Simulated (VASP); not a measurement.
**Ge: relaxation of volume and atoms at fixed shape with PBEsol**

Crystal: Ge.

```
CELL_PARAMETERS angstrom
4.00068 0.00000 0.00000
2.00034 3.46469 0.00000
2.00034 1.15490 3.26654
ATOMIC_POSITIONS crystal
Ge 0.00000 0.00000 0.00000
Ge 0.25000 0.25000 0.25000
```

- Program: VASP 6.6.1
- Task: relaxation of volume and atoms at fixed shape
- Functional: PBEsol
- Potentials or basis: VASP PAW PBE potentials, release 64 (Ge_d)
- Cutoff: 600 eV
- k mesh: 14 × 14 × 14
- Occupations: fermi-dirac, width 0.02 eV
- Spin: no spin polarisation
- Dipole correction: no
- Further INCAR settings: ALGO = Normal; EDIFF = 1e-07; IBRION = 2; EDIFFG = -0.02; NSW = 80; ISIF = 8

```
Relaxed volume                        : 22.91 Å³/atom
Relaxed cell                          : a = 4.016 Å, b = 4.016 Å, c = 4.016 Å, α = 60.00°, β = 60.00°, γ = 60.00°
Space group after relaxing (to 0.1 Å) : Fd-3m (No. 227)
Energy gained by relaxing             : 0.3 meV/atom
Ionic steps                           : 2
Pressure after relaxing               : -0.1 GPa
Band gap on the k mesh                : zero (filled and empty bands touch)
```

Step by step:
| step | energy change (eV) | largest force (eV/Å) | pressure (GPa) | volume (Å³) |
| --- | --- | --- | --- | --- |
| 1 | 0.0000 | 0.0000 | 0.58 | 45.28 |
| 2 | -0.0007 | 0.0000 | -0.10 | 45.82 |

Final structure:
```yaml
crystal:
  lattice:
    - [4.01650, 0.00000, 0.00000]
    - [2.00825, 3.47839, 0.00000]
    - [2.00825, 1.15946, 3.27946]
  atoms:
    - { symbol: Ge, position: [0.00000, 0.00000, 0.00000] }
    - { symbol: Ge, position: [0.25000, 0.25000, 0.25000] }
```

Levels at points of the mesh, in eV from the Fermi level:
```csv
k point,band 12,band 13,band 14,band 15,band 16,band 17
"(0.00, 0.00, 0.00)",-0.13,-0.01,-0.01,-0.01,2.52,2.52
"(0.50, 0.00, 0.00)",-7.58,-1.40,-1.40,0.08,3.69,3.69
"(0.50, 0.50, 0.00)",-8.87,-3.06,-3.06,0.67,0.67,9.38
```

Run time: 74 s on 1 thread of Intel(R) Xeon(R) Platinum 8488C (Sapphire Rapids), on a shared host, peak memory 0.23 GiB.

Caveat: semilocal functionals underestimate gaps, so a narrow gap can read as zero; the PAW data sets were made with another functional, which shifts forces and pressure a little. Zero-point motion and thermal expansion aren't in these numbers.
